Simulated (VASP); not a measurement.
# Be (Fm-3m) in VASP: further runs

The runs below take Be through single point, relaxation of cell and atoms, with LDA.

All numbers are computed with VASP 6.6.1; they aren't measurements. Logs are shortened: lines on timing, memory, paths and dates and some standing lists are left out, and cuts for length are marked.

## 1. The cell of the first run

The structure is cubic, space group Fm-3m (No. 225). Conventional cell: a = 2.906 Å, b = 2.906 Å, c = 2.906 Å, α = 90.00°, β = 90.00°, γ = 90.00°. Within 2.7 Å of Be (site symmetry m-3m) lie 12 Be at 2.05 Å.

## 2. Single point, LDA

File INCAR:

```
SYSTEM = Be
ALGO     = Normal         ! electronic algorithm
EDIFF    = 1E-6           ! SCF threshold, eV
ENCUT    = 520            ! plane-wave cutoff, eV
GGA      = CA             ! functional
ISIF     = 2              ! what is computed and relaxed
ISMEAR   = -1             ! smearing method
LASPH    = .TRUE.         ! aspherical terms in the spheres
LCHARG   = .FALSE.        ! write CHGCAR
LREAL    = .FALSE.        ! projectors in reciprocal space
LWAVE    = .FALSE.        ! write WAVECAR
NBANDS   = 7              ! bands
NELM     = 60             ! most SCF steps
PREC     = Accurate       ! precision mode
SIGMA    = 0.1            ! smearing width, eV
```

File KPOINTS:

```
k-points
0
G
  22 22 22
  0 0 0
```

File POSCAR:

```
Be
1.0
    0.0000000000      1.4528278809      1.4528278809
    1.4528278809      0.0000000000      1.4528278809
    1.4528278809      1.4528278809      0.0000000000
Be
1
Direct
    0.0000000000      0.0000000000      0.0000000000
```

Potentials or basis: VASP PAW LDA potentials, release 64 (Be).

On the command line:

```
$ cat potpaw_LDA.64/Be/POTCAR > POTCAR
$ mpirun -np 1 vasp_std > vasp.out
```

OUTCAR:

```text
SYSTEM = Be
   EDIFF = 1E-6
   ENCUT = 520
   GGA = CA
   ISIF = 2
   ISMEAR = -1
   LASPH = .TRUE.
   LREAL = .FALSE.
   NELM = 60
   PREC = Accurate

 ion  position               nearest neighbor table
   1  0.000  0.000  0.000-

  LATTYP: Found a face centered cubic cell.
 ALAT       =     2.9056557618

  Lattice vectors:

 A1 = (   0.0000000000,   1.4528278809,   1.4528278809)
 A2 = (   1.4528278809,   0.0000000000,   1.4528278809)
 A3 = (   1.4528278809,   1.4528278809,   0.0000000000)

Analysis of symmetry for initial positions (statically):
=====================================================================
 Subroutine PRICEL returns:
 Original cell was already a primitive cell.

 Routine SETGRP: Setting up the symmetry group for a
 face centered cubic supercell.

 Subroutine GETGRP returns: Found 48 space group operations
 (whereof 48 operations were pure point group operations)
 out of a pool of 48 trial point group operations.

The static configuration has the point symmetry O_h .

Analysis of symmetry for dynamics (positions and initial velocities):
=====================================================================
 Subroutine PRICEL returns:
 Original cell was already a primitive cell.

 Routine SETGRP: Setting up the symmetry group for a
 face centered cubic supercell.

 Subroutine GETGRP returns: Found 48 space group operations
 (whereof 48 operations were pure point group operations)
 out of a pool of 48 trial point group operations.

The dynamic configuration has the point symmetry O_h .

 Subroutine INISYM returns: Found 48 space group operations
 (whereof 48 operations are pure point group operations),
 and found     1 'primitive' translations

----------------------------------------------------------------------------------------

                                     Primitive cell

  volume of cell :       6.1330

  direct lattice vectors                    reciprocal lattice vectors
     0.000000000  1.452827881  1.452827881    -0.344156391  0.344156391  0.344156391
     1.452827881  0.000000000  1.452827881     0.344156391 -0.344156391  0.344156391
     1.452827881  1.452827881  0.000000000     0.344156391  0.344156391 -0.344156391

  length of vectors
     2.054608893  2.054608893  2.054608893     0.596096355  0.596096355  0.596096355

  position of ions in fractional coordinates (direct lattice)
     0.000000000  0.000000000  0.000000000

  ion indices of the primitive-cell ions
   primitive index   ion index
                 1           1

----------------------------------------------------------------------------------------

 KPOINTS: k-points

Automatic generation of k-mesh.
 Grid dimensions read from file:
 generate k-points for:   22   22   22

 Generating k-lattice:

  Cartesian coordinates                     Fractional coordinates (reciprocal lattice)
    -0.015643472  0.015643472  0.015643472     0.045454545  0.000000000  0.000000000
     0.015643472 -0.015643472  0.015643472     0.000000000  0.045454545  0.000000000
     0.015643472  0.015643472 -0.015643472     0.000000000  0.000000000  0.045454545

  Length of vectors
     0.027095289  0.027095289  0.027095289

  Shift w.r.t. Gamma in fractional coordinates (k-lattice)
     0.000000000  0.000000000  0.000000000

 Subroutine IBZKPT returns following result:
 ===========================================

 Found    328 irreducible k-points:

 Following reciprocal coordinates:
            Coordinates               Weight
  0.000000  0.000000  0.000000      1.000000
  0.045455  0.000000  0.000000      8.000000
  0.090909  0.000000  0.000000      8.000000
  0.136364  0.000000  0.000000      8.000000
  0.181818  0.000000  0.000000      8.000000
  0.227273  0.000000  0.000000      8.000000
[... 16 lines left out ...]
  0.500000  0.045455  0.000000     24.000000
 -0.454545  0.045455  0.000000     24.000000
 [... further k-points ...]
   k-points           NKPTS =    328   k-points in BZ     NKDIM =    328   number of bands    NBANDS=      7
   number of dos      NEDOS =    301   number of ions     NIONS =      1
   total plane-waves  NPLWV =   4096
   dimension x,y,z NGX =    16 NGY =   16 NGZ =   16
   dimension x,y,z NGXF=    32 NGYF=   32 NGZF=   32
   ions per type =               1
   NGX,Y,Z   is equivalent  to a cutoff of  12.95, 12.95, 12.95 a.u.
   NGXF,Y,Z  is equivalent  to a cutoff of  25.89, 25.89, 25.89 a.u.
 SYSTEM =  Be
   PREC   = accura    normal or accurate (medium, high low for compatibility)
   ISTART =      0    job   : 0-new  1-cont  2-samecut
   ICHARG =      2    charge: 1-file 2-atom 10-const
   ISPIN  =      1    spin polarized calculation?
   LNONCOLLINEAR =      F non collinear calculations
   LSORBIT =      F    spin-orbit coupling
   LASPH  =      T    aspherical Exc in radial PAW
   ENCUT  =  520.0 eV  38.22 Ry    6.18 a.u.   3.82  3.82  3.82*2*pi/ulx,y,z
   NELM   =     60;   NELMIN=  2; NELMDL= -5     # of ELM steps
   EDIFF  = 0.1E-05   stopping-criterion for ELM
   LREAL  =      F    real-space projection
   EDIFFG = 0.1E-04   stopping-criterion for IOM
   NSW    =      0    number of steps for IOM
   IBRION =     -1    ionic relax: 0-MD 1-quasi-New 2-CG
   NFREE  =      0    steps in history (QN), initial steepest desc. (CG)
   ISIF   =      2    stress and relaxation
   ISYM   =      2    0-nonsym 1-usesym 2-fastsym
   POTIM  = 0.5000    time-step for ionic-motion
   TEBEG  =    0.0;   TEEND  =   0.0 temperature during run
   PSTRESS=    0.0 pullay stress
   NELECT =       2.0000    total number of electrons
   NUPDOWN=      -1.0000    fix difference up-down
   EMIN   =  10.00;   EMAX   =-10.00  energy-range for DOS
   EFERMI =   0.00;   METHOD = LEGACY
   ISMEAR =    -1;   SIGMA  =   0.10  broadening in eV -4-tet -1-fermi 0-gaus
   EFERMI_NEDOS =   21; number of points for ismear=-14 and -15
   IALGO  =     38    algorithm
   IMIX   =      4    mixing-type and parameters
     AMIX     =   0.40;   BMIX     =  1.00
     AMIX_MAG =   1.60;   BMIX_MAG =  1.00
  volume/ion in A,a.u.               =       6.13        41.39
  Fermi-wavevector in a.u.,A,eV,Ry     =   1.126836  2.129411 17.276121  1.269759
  Thomas-Fermi vector in A             =   2.263519
   LORBIT       =      0    0 simple, 1 ext, 2 COOP (PROOUT), +10 PAW based schemes
   GGA     = CA    functional components
   LHFCALC =     F    Hartree Fock is set to
   AEXX    =    0.0000 exact exchange contribution
   IVDW    =     0    specifies the selected vdW correction
   LEPSILON=     F    determine dielectric tensor
   LRPA    =     F    only Hartree local field effects (RPA)
 non-spin polarized calculation
  energy-cutoff  :      520.00
  volume of cell :        6.13
 maximum number of plane-waves:       174
   NGX =  7   NGY =  7   NGZ =  7

 number of electron       2.0000000 magnetization

 Free energy of the ion-electron system (eV)
  ---------------------------------------------------
  ext. energy  EPLUGINS =         0.00000000
  ---------------------------------------------------
  free energy    TOTEN  =        -3.99323540 eV

  energy without entropy =       -3.99172924  energy(sigma->0) =       -3.99248232

 E-fermi :   9.6851     XC(G=0): -11.4924

 val. band max:        9.3922000119   @ k =  -0.3182   0.4091   0.0909
 cond. band min:       9.7868165474   @ k =  -0.3636   0.3636   0.0455
 fundamental gap:      0.3946165355
 Fermi energy:         9.6851049220

 k-point     1 :       0.0000    0.0000    0.0000
  band No.  band energies     occupation
      1      -3.5735      2.00000
      2      32.9198      0.00000
      3      32.9198      0.00000
      4      32.9198      0.00000
      5      43.7110      0.00000
      6      43.7110      0.00000
      7      43.7110      0.00000

 k-point     2 :       0.0455    0.0000    0.0000
  band No.  band energies     occupation
      1      -3.5013      2.00000
      2      32.2347      0.00000
      3      32.7682      0.00000
      4      32.7682      0.00000
      5      42.6349      0.00000
      6      43.9973      0.00000
      7      43.9973      0.00000

 k-point     3 :       0.0909    0.0000    0.0000
  band No.  band energies     occupation
      1      -3.2848      2.00000
      2      30.3629      0.00000
      3      32.3682      0.00000
      4      32.3682      0.00000
      5      41.8357      0.00000
      6      44.7522      0.00000
      7      44.7522      0.00000

 k-point     4 :       0.1364    0.0000    0.0000
  band No.  band energies     occupation
      1      -2.9235      2.00000
      2      27.7907      0.00000
      3      31.8348      0.00000
      4      31.8348      0.00000
      5      41.8264      0.00000
      6      45.6351      0.00000
      7      45.6351      0.00000

 k-point     5 :       0.1818    0.0000    0.0000
  band No.  band energies     occupation
      1      -2.4179      2.00000
      2      24.9600      0.00000
      3      31.2718      0.00000
      4      31.2718      0.00000
      5      42.3302      0.00000
      6      45.9333      0.00000
      7      45.9333      0.00000

 k-point     6 :       0.2273    0.0000    0.0000
  band No.  band energies     occupation
      1      -1.7695      2.00000
      2      22.1149      0.00000
      3      30.7473      0.00000
      4      30.7473      0.00000
      5      43.0978      0.00000
      6      45.1845      0.00000
      7      45.1845      0.00000

 k-point     7 :       0.2727    0.0000    0.0000
  band No.  band energies     occupation
      1      -0.9840      2.00000
      2      19.3790      0.00000
      3      30.2979      0.00000
      4      30.2979      0.00000
      5      43.7568      0.00000
      6      43.9622      0.00000
      7      43.9622      0.00000
[... 121 lines left out ...]
 k-point    20 :       0.3636    0.0455    0.0000
  band No.  band energies     occupation
      1       0.6595      2.00000
      2      15.2808      0.00000
      3      28.7452      0.00000
      4      30.2951      0.00000
      5      39.4033      0.00000
      6      43.2386      0.00000
      7      45.6122      0.00000

 k-point    21 :       0.4091    0.0455    0.0000
  band No.  band energies     occupation
      1       1.6886      2.00000
      2      13.1895      0.00000
      3      28.7007      0.00000
      4      29.8546      0.00000
      5      38.7841      0.00000
      6      42.2065      0.00000
      7      45.1184      0.00000

 k-point    22 :       0.4545    0.0455    0.0000
  band No.  band energies     occupation
      1       2.6335      2.00000
      2      11.5507      0.00000
      3      28.7808      0.00000
      4      29.4559      0.00000
      5      38.4581      0.00000
      6      41.4133      0.00000
      7      44.7518      0.00000

 k-point    23 :       0.5000    0.0455    0.0000
  band No.  band energies     occupation
      1       3.2073      2.00000
      2      10.6594      0.00012
      3      28.9710      0.00000
      4      29.1131      0.00000
      5      38.4317      0.00000
      6      40.8920      0.00000
      7      44.6165      0.00000

 k-point    24 :      -0.4545    0.0455    0.0000
  band No.  band energies     occupation
      1       3.0818      2.00000
      2      10.8475      0.00002
      3      28.8456      0.00000
      4      29.2538      0.00000
      5      38.6933      0.00000
      6      40.6671      0.00000
      7      44.7292      0.00000

 [... further k-points ...]

------------------------ aborting loop because EDIFF is reached ----------------------------------------

  FORCE on cell =-STRESS in cart. coord.  units (eV):
  Direction    XX          YY          ZZ          XY          YZ          ZX
  --------------------------------------------------------------------------------------
  -------------------------------------------------------------------------------------
  Total        1.4462998      1.4462998      1.4462998      0.0000000     -0.0000000     -0.0000000
  in kB      377.8299686    377.8299686    377.8299686      0.0000000     -0.0000000     -0.0000000
  external PRESSURE =     377.8299686 kB  Pullay stress =       0.0000000 kB

 VOLUME and BASIS-vectors are now :
 -----------------------------------------------------------------------------
  energy-cutoff  :      520.00
  volume of cell :        6.13
      direct lattice vectors                 reciprocal lattice vectors
     0.000000000  1.452827881  1.452827881    -0.344156391  0.344156391  0.344156391
     1.452827881  0.000000000  1.452827881     0.344156391 -0.344156391  0.344156391
     1.452827881  1.452827881  0.000000000     0.344156391  0.344156391 -0.344156391

 POSITION                                       TOTAL-FORCE (eV/Angst)
 -----------------------------------------------------------------------------------
      0.00000      0.00000      0.00000         0.000000      0.000000     -0.000000
 -----------------------------------------------------------------------------------
    total drift:                               -0.000000     -0.000000     -0.000000

  FREE ENERGIE OF THE ION-ELECTRON SYSTEM (eV)
  ---------------------------------------------------
  free  energy   TOTEN  =        -3.9932354020 eV

  energy  without entropy=       -3.9917292422  energy(sigma->0) =       -3.99248232
```

Wall time 9.2 s (1 thread of AMD EPYC 9R45 (Zen 5), shared host); peak memory 0.08 GiB.

What came out:

- Free energy: -3.9932 eV
- Pressure: 37.8 GPa
- Band gap on the k mesh: zero (band 1 reaches 9.99 eV, above the bottom of band 2 at 9.15 eV)

Levels at points of the mesh, in eV from the Fermi level:
| k point | band 1 | band 2 | band 3 | band 4 | band 5 | band 6 |
| --- | --- | --- | --- | --- | --- | --- |
| (0.00, 0.00, 0.00) | -13.26 | 23.23 | 23.23 | 23.23 | 34.03 | 34.03 |
| (0.50, 0.00, 0.00) | -6.53 | 0.91 | 19.68 | 19.68 | 30.61 | 30.61 |
| (0.50, 0.50, 0.00) | -3.37 | 4.92 | 11.22 | 11.22 | 17.52 | 28.72 |

## 3. Single point, LDA

File INCAR:

```
PREC     = Accurate       # precision mode
ENCUT    = 520            # plane-wave cutoff, eV
EDIFF    = 1E-6           # SCF threshold, eV
ISMEAR   = -1             # smearing method
SIGMA    = 0.1            # smearing width, eV
LREAL    = False          # projectors in reciprocal space
LASPH    = True           # aspherical terms in the spheres
NELM     = 80             # most SCF steps
ALGO     = Normal         # electronic algorithm
ISIF     = 2              # what is computed and relaxed
LWAVE    = False          # write WAVECAR
LCHARG   = True           # write CHGCAR
LELF     = True           # ELF
LVHAR    = True         
NBANDS   = 7              # bands
```

File KPOINTS:

```
Automatic mesh
0
Gamma
  22 22 22
```

File POSCAR:

```
Be
1.0
    0.0000000000      1.4524112012      1.4524112012
    1.4524112012      0.0000000000      1.4524112012
    1.4524112012      1.4524112012      0.0000000000
Be
1
Direct
    0.0000000000      0.0000000000      0.0000000000
```

Potentials or basis: VASP PAW LDA potentials, release 64 (Be).

On the command line:

```
$ cat potpaw_LDA.64/Be/POTCAR > POTCAR
$ mpirun -np 1 vasp_std > vasp.out
```

Wall time 9.7 s (1 thread of AMD EPYC 9R45 (Zen 5), shared host); peak memory 0.08 GiB.

The run converged. Its results:

| Quantity | Value |
| --- | --- |
| Free energy | -3.9920 eV |
| Pressure | 38.0 GPa |
| Band gap on the k mesh | zero (band 1 reaches 10.00 eV, above the bottom of band 2 at 9.16 eV) |

Levels at points of the mesh, in eV from the Fermi level:
```csv
k point,band 1,band 2,band 3,band 4,band 5
"(0.00, 0.00, 0.00)",-13.26,23.25,23.25,23.25,34.04
"(0.50, 0.00, 0.00)",-6.53,0.91,19.69,19.69,30.62
"(0.50, 0.50, 0.00)",-3.37,4.92,11.23,11.23,17.53
```

## 4. Relaxation of cell and atoms, LDA, target pressure 37 GPa, at which the enthalpy is minimised

File INCAR:

```
SYSTEM = Be
PREC = Accurate
ENCUT = 600
EDIFF = 1E-6
ISMEAR = -1
SIGMA = 0.1
LREAL = .FALSE.
LASPH = .TRUE.
NELM = 80
ALGO = Normal
ISIF = 3
LWAVE = .FALSE.
LCHARG = .FALSE.
IBRION = 2
NSW = 60
EDIFFG = -0.005
PSTRESS = 370.0
```

File KPOINTS:

```
Automatic mesh
0
G
  22 22 22
  0 0 0
```

File POSCAR:

```
Be
1.0
    0.0000000000      1.4525785175      1.4525785175
    1.4525785175      0.0000000000      1.4525785175
    1.4525785175      1.4525785175      0.0000000000
Be
1
Direct
    0.0000000000      0.0000000000      0.0000000000
```

On the command line:

```
$ cat potpaw_LDA.64/Be/POTCAR > POTCAR
$ mpirun -np 1 vasp_std > vasp.out
```

Wall time 11 s (1 thread of AMD EPYC 9R45 (Zen 5), shared host); peak memory 0.08 GiB.

The run converged. Its results:

| Item | Value |
| --- | --- |
| Free energy | -3.9979 eV |
| Relaxed volume | 6.15 Å³/atom |
| Relaxed cell | a = 2.057 Å, b = 2.057 Å, c = 2.057 Å, α = 60.00°, β = 60.00°, γ = 60.00° |
| Space group after relaxing (to 0.05 Å) | Fm-3m (No. 225) |
| Energy change on relaxing (the enthalpy is what falls) | -5.4 meV/atom |
| Ionic steps | 3 |
| Pressure after relaxing | 37.0 GPa |
| Band gap on the k mesh | zero (band 1 reaches 9.96 eV, above the bottom of band 2 at 9.12 eV) |

The path:
| step | energy change (eV) | largest force (eV/Å) | pressure (GPa) | volume (Å³) |
| --- | --- | --- | --- | --- |
| 1 | 0.0000 | 0.0000 | 37.93 | 6.13 |
| 2 | -0.0073 | 0.0000 | 36.67 | 6.16 |
| 3 | -0.0054 | 0.0000 | 37.00 | 6.15 |

Final structure:
```
Be
1.0
     0.00000    1.45440    1.45440
     1.45440    0.00000    1.45440
     1.45440    1.45440    0.00000
Be
1
Direct
  0.00000 0.00000 0.00000
```

Levels at points of the mesh, in eV from the Fermi level:
| k point | band 1 | band 2 | band 3 | band 4 | band 5 |
| --- | --- | --- | --- | --- | --- |
| (0.00, 0.00, 0.00) | -13.24 | 23.17 | 23.17 | 23.17 | 33.96 |
| (0.50, 0.00, 0.00) | -6.51 | 0.89 | 19.63 | 19.63 | 30.55 |
| (0.50, 0.50, 0.00) | -3.36 | 4.90 | 11.19 | 11.19 | 17.49 |

Caveat: the cell is relaxed towards a set pressure, so the enthalpy falls and the energy may rise.

## 5. The runs side by side

| task | cell | cutoff (eV) | gap on the mesh (eV) | pressure (GPa) |
| --- | --- | --- | --- | --- |
| single point | a = 2.055 Å, angles 60.0°, 1 atom | 520 | none | 37.8 |
| single point | a = 2.054 Å, angles 60.0°, 1 atom | 520 | none | 38.0 |
| relaxation of cell and atoms | relaxed to 37 GPa from a = 2.054 Å, angles 60.0°, 1 atom | 600 | none | 37.0 |

Alike in all rows: level LDA; potentials or basis VASP PAW LDA potentials, release 64 (Be); no spin polarisation; k mesh 22 × 22 × 22; smearing fermi-dirac 0.1 eV.

Caveats: the cell is relaxed towards a set pressure, so the enthalpy falls and the energy may rise (some runs).

Absolute energies hang on the potentials; compare differences alone.
